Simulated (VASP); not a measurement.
Write the native input for VASP 6.6.1 that does the following.

```
Task                   : single point
Functional             : PBE
Potentials or basis    : VASP PAW PBE potentials, release 64 (C)
Cutoff                 : 520 eV
k mesh                 : 12 × 12 × 2
Occupations            : gaussian, width 0.05 eV
Spin                   : no spin polarisation
Dipole correction      : no
Further INCAR settings : ALGO = Normal; EDIFF = 1e-07; NBANDS = 36
```

The structure of C lies in POSCAR:

```
C
1.0
    2.5205457478      0.0000000000      0.0000000000
   -1.2602728739      2.1828566490      0.0000000000
    0.0000000000      0.0000000000     12.2737000000
C
12
Direct
    0.0000000000      0.0000000000      0.1868593266
    0.0000000000      0.0000000000      0.6868593266
    0.0000000000      0.0000000000      0.3131406734
    0.0000000000      0.0000000000      0.8131406734
    0.3333333333      0.6666666667      0.5207665411
    0.6666666667      0.3333333333      0.0207665411
    0.3333333333      0.6666666667      0.9792334589
    0.6666666667      0.3333333333      0.4792334589
    0.3333333333      0.6666666667      0.6450950823
    0.6666666667      0.3333333333      0.1450950823
    0.3333333333      0.6666666667      0.8549049177
    0.6666666667      0.3333333333      0.3549049177
```

One way to write it, as run:

INCAR

```
PREC     = Accurate       # precision mode
ENCUT    = 520            # plane-wave cutoff, eV
EDIFF    = 1E-7           # SCF threshold, eV
ISMEAR   = 0              # smearing method
SIGMA    = 0.05           # smearing width, eV
LREAL    = F              # projectors in reciprocal space
LASPH    = T              # aspherical terms in the spheres
NELM     = 100            # most SCF steps
ALGO     = Normal         # electronic algorithm
ISIF     = 2              # what is computed and relaxed
LWAVE    = F              # write WAVECAR
LCHARG   = T              # write CHGCAR
GGA      = PE             # functional
LELF     = T              # ELF
LVHAR    = T            
NBANDS   = 36             # bands
```

KPOINTS

```
Automatic mesh
0
Gamma
  12 12 2
```

Potentials or basis: VASP PAW PBE potentials, release 64 (C).

Run with:

```console
$ cat potpaw_PBE.64/C/POTCAR > POTCAR
$ mpirun -np 1 vasp_std > vasp.out
```

Results of the run:

- Pressure: 6.4 GPa
- Largest force: 0.062 eV/Å
- Band gap on the k mesh: 4.39 eV, indirect (least direct gap 5.27 eV)

Wall time 41 s on 1 thread of Intel(R) Xeon(R) 6975P-C (Granite Rapids) (shared host), peak memory 0.21 GiB.
